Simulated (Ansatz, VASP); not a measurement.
Two plane-wave programs on SrO

```
CELL_PARAMETERS angstrom
3.79567 -4.54784 0.00000
3.79567 4.54784 0.00000
0.00000 0.00000 3.78853
ATOMIC_POSITIONS crystal
Sr 0.00000 0.00000 0.00000
Sr 0.50000 0.50000 0.50000
O 0.70501 0.70501 0.00000
O 0.29499 0.29499 0.00000
```

Change from the starting cell: ordered vacancies on the anion sites of rutile (Cmmm, No. 65).

Alike in both runs: task single point; functional PBE; k mesh 4 × 4 × 4; occupations gaussian, width 0.1 eV; collinear spin.

|  | VASP | Ansatz |
| --- | --- | --- |
| version | VASP 6.6.1 | Ansatz 0.2.0 |
| potentials or method | VASP PAW PBE potentials, release 64 (Sr_sv, O), cutoff 520 eV | scalar-relativistic, plane waves, PAW |
| valence electrons in the cell | 32 | 32 |

VASP gave:

- gap on the k mesh at the Fermi level (eV): none
- pressure (GPa): 0.3
- traceless stress, the component that is largest in VASP (GPa): 0.51
- rms of the force components (eV/Å): 0.034
- net moment per atom (μB): 0.03
- size of the moment on the site where the two differ most (μB): 0.04

Task: Which values does Ansatz return?

Result: gap on the k mesh at the Fermi level (eV): none; pressure (GPa): -0.1; traceless stress, the component that is largest in VASP (GPa): 0.03; rms of the force components (eV/Å): 0.000; net moment per atom (μB): 0.02; size of the moment on the site where the two differ most (μB): 0.03.

Site moments also hang on the region over which each program counts them. Atom by atom the forces differ by 0.034 eV/Å (rms over components). A gap of «none» marks a metal or a gap that the smearing closes. Ansatz's warnings: seeded moment not kept.

The k mesh is coarse, so the values compare programs but aren't converged.
